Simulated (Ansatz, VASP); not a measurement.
## One calculation of AlB3As4, two programs

```xyz
8
Lattice="3.6207 0.0000 0.0000 0.0000 3.6207 5.1205 0.0000 -3.6207 5.1205" Properties=species:S:1:pos:R:3 pbc="T T T"
Al    1.8104    0.0000    0.0000
B     0.0000    1.8104    2.5602
B     0.0000   -1.8104    2.5602
B     1.8104    0.0000    5.1205
As    0.0000    0.0000    6.4006
As    0.0000    0.0000    1.2801
As    1.8104   -1.8104    3.8404
As    1.8104    1.8104    3.8404
```

Alike in both runs: task single point; functional PBE; k mesh 6 × 4 × 4; occupations gaussian, width 0.1 eV; no spin polarisation.

|  | VASP | Ansatz |
| --- | --- | --- |
| version | VASP 6.6.1 | Ansatz 0.2.0 |
| potentials or method | VASP PAW PBE potentials, release 64 (Al, B, As), cutoff 520 eV | scalar-relativistic, plane waves, PAW |
| valence electrons in the cell | 32 | 72 |

Ansatz gave:

```
gap on the k mesh at the Fermi level (eV)                     : 1.04
least direct gap on the mesh (eV)                             : 1.26
pressure (GPa)                                                : -0.3
traceless stress, the component that is largest in VASP (GPa) : -0.32
rms of the force components (eV/Å)                            : 1.423
```

**Question.** What did VASP give for the same quantities?

**Answer.** gap on the k mesh at the Fermi level (eV): 1.03; least direct gap on the mesh (eV): 1.25; pressure (GPa): 0.0; traceless stress, the component that is largest in VASP (GPa): -0.32; rms of the force components (eV/Å): 1.430.

Atom by atom the forces differ by 0.008 eV/Å (rms over components). VASP's potentials hold 32 valence electrons a cell and Ansatz's 72, so a difference there can come from the potentials and not from the codes.
